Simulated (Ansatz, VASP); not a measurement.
# One calculation of Ta, two programs

INCAR

```
SYSTEM = Ta
PREC = Accurate
ENCUT = 520
EDIFF = 1E-6
ISMEAR = 0
SIGMA = 0.15
LREAL = .FALSE.
LASPH = .TRUE.
NELM = 80
ALGO = Fast
ISIF = 2
LWAVE = .FALSE.
LCHARG = .FALSE.
GGA = PE
NBANDS = 12
```

Contents of KPOINTS:

```
regular mesh
0
G
  18 18 18
  0 0 0
```

The input POSCAR:

```
Ta
1.0
   -1.4769403763      1.6594835689      1.7217142027
    1.4769403763     -1.6594835689      1.7217142027
    1.4769403763      1.6594835689     -1.7217142027
Ta
1
Direct
    0.0000000000      0.0000000000      0.0000000000
```

Input for Ansatz:

```yaml
crystal:
  lattice:
    - [-1.4769403763, 1.6594835689, 1.7217142027]
    - [1.4769403763, -1.6594835689, 1.7217142027]
    - [1.4769403763, 1.6594835689, -1.7217142027]
  atoms:
    - { symbol: Ta, position: [0.0, 0.0, 0.0] }
basis:
  ecutwfc: 420
kpoints:
  mp_grid: { grid: [18, 18, 18] }
hamiltonian:
  xc: pbe
  pseudopotentials: { kind: paw, azcp: { folder: soft_1 } }
scf:
  occupations: { method: gaussian, width: 0.15 }
output:
  forces: true
  stress: true
  eigenvalues: true
  write_density: true
  write_potential: true
  elf: true
  volumetric_format: npy
```

Change from the starting cell: normal strain along x -0.1100, normal strain along z +0.0375.

Alike in both runs: task single point; functional PBE; k mesh 18 × 18 × 18; occupations gaussian, width 0.15 eV; no spin polarisation.

```csv
,VASP,Ansatz
version,VASP 6.6.1,Ansatz 0.2.0
potentials or method,"VASP PAW PBE potentials, release 64 (Ta_pv), cutoff 520 eV","scalar-relativistic, plane waves, PAW"
valence electrons in the cell,11,13
```

|  | VASP | Ansatz | Ansatz less VASP |
| --- | --- | --- | --- |
| gap on the k mesh at the Fermi level (eV) | none | none | - |
| pressure (GPa) | 20.4 | 20.2 | -0.25 |
| traceless stress, the component that is largest in VASP (GPa) | 9.37 | 9.36 | -0.009 |

A gap of «none» marks a metal or a gap that the smearing closes. VASP's potentials hold 11 valence electrons a cell and Ansatz's 13, so a difference there can come from the potentials and not from the codes.

Neither program's run includes spin-orbit coupling.
